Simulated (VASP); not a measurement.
Here is a VASP 6.6.1 calculation.

The input INCAR:

```
PREC     = Accurate       # precision mode
ENCUT    = 520            # plane-wave cutoff, eV
EDIFF    = 1E-6           # SCF threshold, eV
ISMEAR   = 0              # smearing method
SIGMA    = 0.1            # smearing width, eV
LREAL    = Auto         
LASPH    = True           # aspherical terms in the spheres
NELM     = 80             # most SCF steps
ALGO     = Normal         # electronic algorithm
ISIF     = 2              # what is computed and relaxed
LWAVE    = False          # write WAVECAR
LCHARG   = False          # write CHGCAR
LDIPOL   = True         
IDIPOL   = 3            
DIPOL    = 0.5 0.5 0.500
GGA      = PE             # functional
IVDW     = 12             # dispersion correction
IBRION   = 2              # ionic algorithm
NSW      = 90             # ionic steps
EDIFFG   = -0.03          # ionic threshold
LUSENCCL = False
```

File KPOINTS:

```
Automatic mesh
0
Gamma
  4 4 1
```

Contents of POSCAR:

```
Ir
1.0
    5.4313155564      0.0000000000      0.0000000000
    0.0000000000      5.4313155564      0.0000000000
    0.0000000000      0.0000000000     21.7607800910
Ir
16
Selective dynamics
Direct
    0.2500000000      0.2500000000      0.3676338792  F F F
    0.2500000000      0.7500000000      0.3676338792  F F F
    0.7500000000      0.2500000000      0.3676338792  F F F
    0.7500000000      0.7500000000      0.3676338792  F F F
    0.5000000000      0.5000000000      0.4558779597  F F F
    0.5000000000      0.0000000000      0.4558779597  F F F
    0.0000000000      0.5000000000      0.4558779597  F F F
    0.0000000000      0.0000000000      0.4558779597  F F F
    0.7500000000      0.7500000000      0.5441220403  T T T
    0.7500000000      0.2500000000      0.5441220403  T T T
    0.2500000000      0.7500000000      0.5441220403  T T T
    0.2500000000      0.2500000000      0.5441220403  T T T
    0.0000000000      0.0000000000      0.6323661208  T T T
    0.0000000000      0.5000000000      0.6323661208  T T T
    0.5000000000      0.0000000000      0.6323661208  T T T
    0.5000000000      0.5000000000      0.6323661208  T T T
```

Potentials or basis: VASP PAW PBE potentials, release 64 (Ir).

Run with:

```console
$ cat potpaw_PBE.64/Ir/POTCAR > POTCAR
$ mpirun -np 1 vasp_std > vasp.out
```

Q: What does it give for the band gap on the k mesh?

A: Zero (band 72 reaches 0.52 eV, above the bottom of band 73 at -0.32 eV).

Q: What does it give for the dispersion energy per atom?

A: -0.510 eV.

Final structure:
```
Ir
1.0
     5.43132    0.00000    0.00000
     0.00000    5.43132    0.00000
     0.00000    0.00000   21.76078
Ir
16
Cartesian
  1.3578 1.3578 8.0000
  1.3578 4.0735 8.0000
  4.0735 1.3578 8.0000
  4.0735 4.0735 8.0000
  2.7157 2.7157 9.9203
  2.7157 0.0000 9.9203
  0.0000 2.7157 9.9203
  0.0000 0.0000 9.9203
  4.0735 4.0735 11.8669
  4.0735 1.3578 11.8669
  1.3578 4.0735 11.8669
  1.3578 1.3578 11.8669
  0.0000 0.0000 13.7200
  0.0000 2.7157 13.7200
  2.7157 0.0000 13.7200
  2.7157 2.7157 13.7200
```

Caveat: spin-orbit coupling is left out, which moves the levels of the heavy elements.
